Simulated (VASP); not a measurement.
Set up this calculation in VASP 6.6.1, as the native input.

| Property | Result |
| --- | --- |
| Task | relaxation of cell and atoms |
| Functional | RPBE |
| Potentials or basis | VASP PAW PBE potentials, release 64 (Cd) |
| Cutoff | 600 eV |
| k mesh | 13 × 13 × 13 |
| Occupations | fermi-dirac, width 0.1 eV |
| Spin | no spin polarisation |
| Dipole correction | no |
| Further INCAR settings | ALGO = Normal; EDIFF = 1e-06; IBRION = 2; EDIFFG = -0.01; NSW = 80; ISIF = 3 |

The structure of Cd lies in POSCAR:

```
Cd
1.0
   -1.7540139848      1.7540139848      1.7540139848
    1.7540139848     -1.7540139848      1.7540139848
    1.7540139848      1.7540139848     -1.7540139848
Cd
1
Direct
    0.0000000000      0.0000000000      0.0000000000
```

The input as run:

INCAR

```
SYSTEM = Cd
PREC     = Accurate       ! precision mode
ENCUT    = 600            ! plane-wave cutoff, eV
EDIFF    = 1E-6           ! SCF threshold, eV
ISMEAR   = -1             ! smearing method
SIGMA    = 0.1            ! smearing width, eV
LREAL    = .FALSE.        ! projectors in reciprocal space
LASPH    = .TRUE.         ! aspherical terms in the spheres
NELM     = 60             ! most SCF steps
ALGO     = Normal         ! electronic algorithm
ISIF     = 3              ! what is computed and relaxed
LWAVE    = .FALSE.        ! write WAVECAR
LCHARG   = .FALSE.        ! write CHGCAR
GGA      = RP             ! functional
IBRION   = 2              ! ionic algorithm
NSW      = 80             ! ionic steps
EDIFFG   = -0.01          ! ionic threshold
```

KPOINTS

```
Automatic mesh
0
G
  13 13 13
  0 0 0
```

Potentials or basis: VASP PAW PBE potentials, release 64 (Cd).

Command:

```console
$ cat potpaw_PBE.64/Cd/POTCAR > POTCAR
$ mpirun -np 1 vasp_std > vasp.out
```

It gave:

- Relaxed volume: 25.08 Å³/atom
- Relaxed cell: a = 3.194 Å, b = 3.194 Å, c = 3.194 Å, α = 109.47°, β = 109.47°, γ = 109.47°
- Space group after relaxing (to 0.05 Å): Im-3m (No. 229)
- Energy gained by relaxing: 60.4 meV/atom
- Ionic steps: 4
- Pressure after relaxing: 0.0 GPa
- Band gap on the k mesh: zero (band 6 reaches 4.55 eV, above the bottom of band 7 at 1.09 eV)

Caveat: the volume moved by over 15 % at a fixed basis, so the end points are rough; the PAW data sets were made with another functional, which shifts forces and pressure a little.

Run time: 64 s on 1 thread of Intel Xeon 6975P-C, with other jobs on the host, peak memory 0.15 GiB.
